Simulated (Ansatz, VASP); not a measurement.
# One calculation of As3RuW, two programs

Contents of INCAR:

```
SYSTEM = As3RuW
PREC = Accurate
ENCUT = 600
EDIFF = 1E-6
ISMEAR = 0
SIGMA = 0.1
LREAL = .FALSE.
LASPH = .TRUE.
NELM = 100
ALGO = Normal
ISIF = 3
LWAVE = .FALSE.
LCHARG = .FALSE.
GGA = PE
IBRION = 2
NSW = 100
EDIFFG = -0.01
```

The input KPOINTS:

```
regular mesh
0
G
  8 8 8
  0 0 0
```

The input POSCAR:

```
As3RuW
1.0
    4.8065878235      0.0000000000      0.0000000000
    0.0000000000      4.8065878235      0.0000000000
    0.0000000000      0.0000000000      4.8065878235
As Ru W
3 1 1
Direct
    0.0000000000      0.5000000000      0.5000000000
    0.5000000000      0.0000000000      0.5000000000
    0.5000000000      0.5000000000      0.0000000000
    0.0000000000      0.0000000000      0.0000000000
    0.5000000000      0.5000000000      0.5000000000
```

Input for Ansatz:

```yaml
crystal:
  lattice:
    - [4.8065878235, 0.0, 0.0]
    - [0.0, 4.8065878235, 0.0]
    - [0.0, 0.0, 4.8065878235]
  atoms:
    - { symbol: As, position: [0.0, 0.5, 0.5] }
    - { symbol: As, position: [0.5, 0.0, 0.5] }
    - { symbol: As, position: [0.5, 0.5, 0.0] }
    - { symbol: Ru, position: [0.0, 0.0, 0.0] }
    - { symbol: W, position: [0.5, 0.5, 0.5] }
basis:
  ecutwfc: 420
kpoints:
  mp_grid: { grid: [8, 8, 8] }
hamiltonian:
  xc: pbe
scf:
  occupations: { method: gaussian, width: 0.1 }
output:
  forces: true
  stress: true
  eigenvalues: true
  write_density: true
  write_potential: true
  elf: true
  volumetric_format: npy
relax:
  adjacent_minimum: "off"
  f_tol: 0.01
  max_steps: 80
  cell: { stress_tol: 0.05 }
```

Alike in both runs: task relaxation of cell and atoms; functional PBE; k mesh 8 × 8 × 8; occupations gaussian, width 0.1 eV; no spin polarisation.

|  | VASP | Ansatz |
| --- | --- | --- |
| version | VASP 6.6.1 | Ansatz 0.2.0 |
| potentials or method | VASP PAW PBE potentials, release 64 (As, Ru_pv, W_sv), cutoff 600 eV | scalar-relativistic, plane waves, PAW |
| valence electrons in the cell | 43 | 75 |

VASP gave:

| Item | Value |
| --- | --- |
| gap on the k mesh at the Fermi level, each at its own relaxed structure (eV) | none |
| relaxed volume (Å³/atom) | 22.32 |
| relaxed cell length with the largest relative difference (Å) | 4.815 |

Estimate Ansatz's values.

gap on the k mesh at the Fermi level, each at its own relaxed structure (eV): none; relaxed volume (Å³/atom): 22.29; relaxed cell length with the largest relative difference (Å): 4.813.

A gap of «none» marks a metal or a gap that the smearing closes. VASP's potentials hold 43 valence electrons a cell and Ansatz's 75, so a difference there can come from the potentials and not from the codes.

Neither program's run includes spin-orbit coupling.
